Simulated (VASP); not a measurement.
# BN in VASP: a series of runs, part 2 of 2

VASP 6.6.1.

### 4 Relaxation of shape and atoms at fixed volume, PBEsol+D3(BJ) (volume scaled by 1.10)

The input, INCAR:

```
SYSTEM = BN
PREC = Accurate
ENCUT = 600
EDIFF = 1E-6
ISMEAR = 0
SIGMA = 0.02
LREAL = .FALSE.
LASPH = .TRUE.
NELM = 100
ALGO = Normal
ISIF = 4
LWAVE = .FALSE.
LCHARG = .FALSE.
GGA = PS
IVDW = 12
IBRION = 2
NSW = 50
EDIFFG = -0.01
```

The input, KPOINTS:

```
Automatic mesh
0
G
  12 12 12
  0 0 0
```

The input, POSCAR:

```
BN
1.0
    2.5225535391      0.0025463323     -0.2440400792
   -1.2516589499      2.1901360089      0.2439256699
   -0.9302470225     -0.9255903391      3.4705586033
B N
1 1
Direct
    0.9909773053      0.9913920128     -0.0062446495
    0.6571716947      0.3244919872      0.9930496495
```

Potentials or basis: VASP PAW PBE potentials, release 64 (B, N).

Run with:

```sh
> cat potpaw_PBE.64/B/POTCAR potpaw_PBE.64/N/POTCAR > POTCAR
> mpirun -np 1 vasp_std > vasp.out
```

OUTCAR:

```text
SYSTEM = BN
   PREC = Accurate
   ENCUT = 600
   EDIFF = 1E-6
   ISMEAR = 0
   LREAL = .FALSE.
   LASPH = .TRUE.
   NELM = 100
   ISIF = 4
   GGA = PS
   IVDW = 12
   IBRION = 2
   NSW = 50
   EDIFFG = -0.01
 IVDW          = 12

 ion  position               nearest neighbor table
   1  0.991  0.991  0.994-   2 1.46   2 1.46   2 1.46
   2  0.657  0.324  0.993-   1 1.46   1 1.46   1 1.46

  LATTYP: Found a triclinic cell.
 ALAT       =     2.5343695309
 B/A-ratio  =     0.9999851691
 C/A-ratio  =     1.4639518045
 COS(alpha) =     0.0016591417
 COS(beta)  =     0.3414717351
 COS(gamma) =     0.5000068555

  Lattice vectors:

 A1 = (  -1.2708945892,  -2.1926823412,   0.0001144093)
 A2 = (  -2.5225535391,  -0.0025463323,   0.2440400792)
 A3 = (  -0.3406475667,  -1.2670920021,  -3.4704441940)

Analysis of symmetry for initial positions (statically):
=====================================================================
 Subroutine PRICEL returns:
 Original cell was already a primitive cell.

 Routine SETGRP: Setting up the symmetry group for a
 triclinic supercell.

 Subroutine GETGRP returns: Found  1 space group operations
 (whereof  1 operations were pure point group operations)
 out of a pool of  2 trial point group operations.

The static configuration has the point symmetry C_1 .

Analysis of symmetry for dynamics (positions and initial velocities):
=====================================================================
 Subroutine PRICEL returns:
 Original cell was already a primitive cell.

 Routine SETGRP: Setting up the symmetry group for a
 triclinic supercell.

 Subroutine GETGRP returns: Found  1 space group operations
 (whereof  1 operations were pure point group operations)
 out of a pool of  2 trial point group operations.

The dynamic configuration has the point symmetry C_1 .

 Subroutine INISYM returns: Found  1 space group operations
 (whereof  1 operations are pure point group operations),
 and found     1 'primitive' translations

----------------------------------------------------------------------------------------

                                     Primitive cell
[... 98 lines left out ...]
   ISYM   =      2    0-nonsym 1-usesym 2-fastsym
   POTIM  = 0.5000    time-step for ionic-motion
   TEBEG  =    0.0;   TEEND  =   0.0 temperature during run
   PSTRESS=    0.0 pullay stress
   NELECT =       8.0000    total number of electrons
   NUPDOWN=      -1.0000    fix difference up-down
   EMIN   =  10.00;   EMAX   =-10.00  energy-range for DOS
   EFERMI =   0.00;   METHOD = LEGACY
   ISMEAR =     0;   SIGMA  =   0.02  broadening in eV -4-tet -1-fermi 0-gaus
   EFERMI_NEDOS =   21; number of points for ismear=-14 and -15
   IALGO  =     38    algorithm
   IMIX   =      4    mixing-type and parameters
     AMIX     =   0.40;   BMIX     =  1.00
     AMIX_MAG =   1.60;   BMIX_MAG =  1.00
  volume/ion in A,a.u.               =       9.49        64.02
  Fermi-wavevector in a.u.,A,eV,Ry     =   1.227586  2.319801 20.503526  1.506967
  Thomas-Fermi vector in A             =   2.362543
   LORBIT       =      0    0 simple, 1 ext, 2 COOP (PROOUT), +10 PAW based schemes
   GGA     = PS    functional components
   LHFCALC =     F    Hartree Fock is set to
   AEXX    =    0.0000 exact exchange contribution
   IVDW    =    12    specifies the selected vdW correction
   LEPSILON=     F    determine dielectric tensor
   LRPA    =     F    only Hartree local field effects (RPA)
 conjugate gradient relaxation of ions
 non-spin polarized calculation
 Gauss-broadening in eV      SIGMA  =   0.02
  energy-cutoff  :      600.00
  volume of cell :       18.97
 maximum number of plane-waves:       647
   NGX = 11   NGY = 11   NGZ = 15

--------------------------------------- Ionic step        1  -------------------------------------------

 number of electron       8.0000000 magnetization

 Free energy of the ion-electron system (eV)
  ---------------------------------------------------
  ext. energy  EPLUGINS =         0.00000000
  ---------------------------------------------------
  free energy    TOTEN  =       -18.27344875 eV

  energy without entropy =      -18.27344875  energy(sigma->0) =      -18.27344875

 E-fermi :   1.9683     XC(G=0): -10.0559

 val. band max:        1.8057135561   @ k =   0.3333   0.3333   0.2500
 cond. band min:       5.9260915811   @ k =   0.5000   0.5000   0.5000
 fundamental gap:      4.1203780250
 Fermi energy:         1.9683480041

 k-point     1 :       0.0000    0.0000    0.0000
  band No.  band energies     occupation
      1     -15.7000      2.00000
      2      -2.2526      2.00000
      3       0.4967      2.00000
      4       0.4968      2.00000
      5       6.7124      0.00000
      6      13.1252      0.00000
      7      13.1264      0.00000
      8      14.4617      0.00000
[... 332 lines left out ...]
--------------------------------------- Ionic step        3  -------------------------------------------

 number of electron       8.0000000 magnetization

 Free energy of the ion-electron system (eV)
  ---------------------------------------------------
  ext. energy  EPLUGINS =         0.00000000
  ---------------------------------------------------
  free energy    TOTEN  =       -18.28951744 eV

  energy without entropy =      -18.28951744  energy(sigma->0) =      -18.28951744

 E-fermi :   1.9573     XC(G=0):  -9.9687

 val. band max:        1.7794595265   @ k =   0.3333   0.3333   0.2500
 cond. band min:       6.0065769513   @ k =   0.5000   0.5000   0.5000
 fundamental gap:      4.2271174248
 Fermi energy:         1.9573308076

 k-point     1 :       0.0000    0.0000    0.0000
  band No.  band energies     occupation
      1     -15.9143      2.00000
      2      -2.5878      2.00000
      3       0.4961      2.00000
      4       0.4962      2.00000
      5       6.5715      0.00000
      6      13.3629      0.00000
      7      13.3639      0.00000
      8      14.7666      0.00000
[... 286 lines left out ...]
  FREE ENERGIE OF THE ION-ELECTRON SYSTEM (eV)
  ---------------------------------------------------
  free  energy   TOTEN  =       -18.4807670403 eV

  energy  without entropy=      -18.4807670403  energy(sigma->0) =      -18.48076704

 reached required accuracy - stopping structural energy minimisation
```

OSZICAR:

```text
N       E                     dE             d eps       ncg     rms          rms(c)
DAV:   1     0.175547307397E+02    0.17555E+02   -0.51173E+03 14000   0.104E+03
DAV:   2    -0.193180563437E+02   -0.36873E+02   -0.35506E+02 19144   0.192E+02
DAV:   3    -0.198855599763E+02   -0.56750E+00   -0.56750E+00 16456   0.295E+01
[... 19 lines left out ...]
       N       E                     dE             d eps       ncg     rms          rms(c)
DAV:   1    -0.182895566255E+02   -0.61835E-04   -0.19454E-03 13888   0.402E-01    0.271E-02
DAV:   2    -0.182895290347E+02    0.27591E-04   -0.40157E-05 18776   0.561E-02    0.149E-02
DAV:   3    -0.182895176896E+02    0.11345E-04   -0.23364E-05 18336   0.361E-02    0.340E-03
DAV:   4    -0.182895174432E+02    0.24641E-06   -0.82103E-07 13856   0.787E-03
   3 F= -.18480767E+02 E0= -.18480767E+02  d E =-.158176E-01
```

CONTCAR:

```text
BN
   1.00000000000000
     2.4940784829560951    0.0025137255524893   -0.2413353129700822
    -1.2375330970993135    2.1654104762649977    0.2412246914482043
    -0.9085716135794168   -0.9216048147276009    3.5475210963561308
  B               N
     1     1
Direct
     0.9909421000285723    0.9913749750908569    0.9937023443222315
     0.6572068999714242    0.3245090249091401    0.9931026556777725

  0.00000000E+00  0.00000000E+00  0.00000000E+00
  0.00000000E+00  0.00000000E+00  0.00000000E+00
```

Wall time 2.7 min (1 thread of Intel Xeon Platinum 8488C (Sapphire Rapids), shared host); peak memory 0.28 GiB.

Results:

| Property | Result |
| --- | --- |
| Free energy | -18.4808 eV |
| Energy gained by relaxing | 7.9 meV/atom |
| Ionic steps | 3 |
| Pressure after relaxing | -2.0 GPa |
| Largest force after relaxing | 0.008 eV/Å |
| Band gap on the k mesh | 4.23 eV, indirect (least direct gap 4.62 eV) |
| Dispersion energy per atom | -0.096 eV |

Forces in eV/Å, atoms in the order of the input:
```
B   -0.001  0.000 -0.007
N    0.001  0.000  0.007
```

Step by step:
| step | energy change (eV) | largest force (eV/Å) | pressure (GPa) | volume (Å³) |
| --- | --- | --- | --- | --- |
| 1 | 0.0000 | 0.0036 | -9.46 | 18.97 |
| 2 | -0.0158 | 0.0074 | -2.19 | 18.97 |
| 3 | -0.0158 | 0.0075 | -1.97 | 18.97 |

Final structure:
```yaml
crystal:
  lattice:
    - [2.49408, 0.00251, -0.24134]
    - [-1.23753, 2.16541, 0.24122]
    - [-0.90857, -0.92160, 3.54752]
  atoms:
    - { symbol: B, position: [0.99094, 0.99138, 0.99370] }
    - { symbol: N, position: [0.65721, 0.32451, 0.99310] }
```

Caveat: the cell differs from its parent crystal (volume scaled by 1.10); the PAW data sets were made with another functional, which shifts forces and pressure a little. A k mesh can miss the band edges.

### 5 Relaxation of shape and atoms at fixed volume, PBEsol+D3(BJ) (volume scaled by 0.97)

The input, INCAR:

```
SYSTEM = BN
  PREC = Accurate
  ENCUT = 600
  EDIFF = 1E-7
  ISMEAR = 0
  SIGMA = 0.02
  LREAL = .FALSE.
  LASPH = .TRUE.
  NELM = 100
  ALGO = Normal
  ISIF = 4
  LWAVE = .FALSE.
  LCHARG = .FALSE.
  GGA = PS
  IVDW = 12
  IBRION = 2
  NSW = 50
  EDIFFG = -0.01
```

The input, KPOINTS:

```
regular mesh
0
G
  12 12 12
  0 0 0
```

The input, POSCAR:

```
BN
1.0
    2.4636358131      0.0023257586     -0.2338359300
   -1.2225834582      2.1389100527      0.2335304708
   -0.9195560130     -0.8977214672      3.2115152919
B N
1 1
Direct
    0.9911986868      0.9914956842     -0.0059240054
    0.6569503132      0.3243883158      0.9927290054
```

Run with:

```sh
> cat potpaw_PBE.64/B/POTCAR potpaw_PBE.64/N/POTCAR > POTCAR
> mpirun -np 1 vasp_std > vasp.out
```

Run time: 7.6 min. Hardware: 1 thread of Oxide Virtual Turin-like, shared host; peak memory 0.23 GiB.

The run converged. Its results:

| Property | Result |
| --- | --- |
| Free energy | -18.4891 eV |
| Energy gained by relaxing | 6.2 meV/atom |
| Ionic steps | 6 |
| Pressure after relaxing | 1.1 GPa |
| Largest force after relaxing | 0.010 eV/Å |
| Band gap on the k mesh | 3.89 eV, indirect (least direct gap 4.67 eV) |
| Dispersion energy per atom | -0.109 eV |

Forces in eV/Å, atoms in the order of the input:
```
B   -0.010  0.002  0.002
N    0.010 -0.002 -0.002
```

Stress tensor (GPa, compression positive):
```
 1.12  0.06 -0.06
 0.06  1.14  0.04
-0.06  0.04  0.92
```

The path:
| step | energy change (eV) | largest force (eV/Å) | pressure (GPa) | volume (Å³) |
| --- | --- | --- | --- | --- |
| 1 | 0.0000 | 0.0048 | 8.40 | 16.73 |
| 2 | -0.0124 | 0.0196 | 0.28 | 16.73 |
| 3 | -0.0125 | 0.0182 | 0.92 | 16.73 |
| 4 | -0.0125 | 0.0179 | 1.07 | 16.73 |
| 5 | -0.0125 | 0.0124 | 1.06 | 16.73 |
| 6 | -0.0125 | 0.0099 | 1.06 | 16.73 |

Final structure:
```cif
data_structure
_symmetry_space_group_name_H-M 'P 1'
_symmetry_Int_Tables_number 1
_cell_length_a 2.4983
_cell_length_b 2.4983
_cell_length_c 3.4111
_cell_angle_alpha 90.292
_cell_angle_beta 111.182
_cell_angle_gamma 119.997
_cell_volume 16.73
loop_
_atom_site_label
_atom_site_type_symbol
_atom_site_fract_x
_atom_site_fract_y
_atom_site_fract_z
_atom_site_occupancy
B1 B 0.99142 0.99158 0.99436 1
N1 N 0.65673 0.32430 0.99244 1
```

Levels at points of the mesh, in eV from the valence-band top:
```csv
k point,band 1,band 2,band 3,band 4,band 5,band 6,band 7,band 8
"(0.00, 0.00, 0.00)",-17.95,-3.73,-1.30,-1.30,5.50,11.64,11.66,13.23
"(0.50, 0.00, 0.00)",-14.49,-8.86,-4.21,-1.42,3.94,9.75,14.69,18.72
"(0.00, 0.50, 0.00)",-14.63,-9.08,-4.09,-0.51,5.27,10.05,13.29,15.79
"(0.50, 0.50, 0.00)",-14.63,-9.09,-4.09,-0.48,5.35,10.03,13.24,15.70
"(0.00, 0.00, 0.50)",-17.44,-6.71,-1.34,-1.33,10.89,11.51,11.51,12.70
"(0.50, 0.00, 0.50)",-14.63,-9.08,-4.09,-0.51,5.27,10.05,13.29,15.79
"(0.00, 0.50, 0.50)",-14.49,-8.86,-4.21,-1.42,3.94,9.75,14.69,18.71
"(0.50, 0.50, 0.50)",-14.48,-8.85,-4.22,-1.45,3.89,9.76,14.74,18.81
```

Caveat: the cell differs from its parent crystal (volume scaled by 0.97); the PAW data sets were made with another functional, which shifts forces and pressure a little. A k mesh can miss the band edges.

### 6 Overview

```tsv
cell	gap on the mesh (eV)	pressure (GPa)	largest force (eV/Å)
relaxed from a = 2.525, b = 2.525, c = 3.529 Å, angles 90.3, 110.6, 120.0°, 2 atoms	4.09	-1.1	0.01
relaxed from a = 2.526, b = 2.526, c = 3.614 Å, angles 90.2, 110.3, 120.0°, 2 atoms	4.15	-1.6	0.01
relaxed from a = 2.534, b = 2.534, c = 3.710 Å, angles 90.1, 109.9, 120.0°, 2 atoms	4.23	-2.0	0.01
relaxed from a = 2.475, b = 2.475, c = 3.459 Å, angles 90.3, 110.6, 120.0°, 2 atoms	3.89	1.1	0.01
```

Alike in all rows: task relaxation of shape and atoms at fixed volume; level PBEsol+D3(BJ); potentials or basis VASP PAW PBE potentials, release 64 (B, N); no spin polarisation; k mesh 12 × 12 × 12; cutoff (eV) 600; smearing gaussian 0.02 eV.

Caveats: the PAW data sets were made with another functional, which shifts forces and pressure a little.

Absolute energies hang on the potentials; compare differences alone.
